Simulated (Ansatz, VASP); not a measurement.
**Li3ZrN2 in VASP and in Ansatz**

```
Li Zr N
1.0
     3.62381    0.00000    0.00000
     0.00000    3.62381    0.00000
     0.00000    0.00000    5.17103
Li Zr N
3 1 2
Cartesian
  1.8119 1.8119 0.0000
  1.8119 1.8119 2.5855
  0.0000 0.0000 2.5855
  0.0000 0.0000 0.0000
  0.0000 1.8119 1.1705
  1.8119 0.0000 4.0005
```

Alike in both runs: functional PBE; k mesh 3 × 3 × 3; occupations gaussian, width 0.15 eV; no spin polarisation.

Ansatz relaxed the structure, and its values are those at the end. VASP's run is a single point on that final structure, the one shown.

|  | VASP | Ansatz |
| --- | --- | --- |
| version | VASP 6.6.1 | Ansatz 0.2.0 |
| potentials or method | VASP PAW PBE potentials, release 64 (Li_sv, Zr_sv, N), cutoff 750 eV | scalar-relativistic, plane waves, PAW |
| valence electrons in the cell | 31 | 31 |

```tsv
	VASP	Ansatz	Ansatz less VASP
gap on the k mesh at the Fermi level (eV)	none	none	-
pressure (GPa)	0.2	0.3	+0.11
rms of the force components (eV/Å)	0.004	0.002	-0.0026
```

A gap of «none» marks a metal or a gap that the smearing closes.

The k mesh is coarse, so the values compare programs but aren't converged.
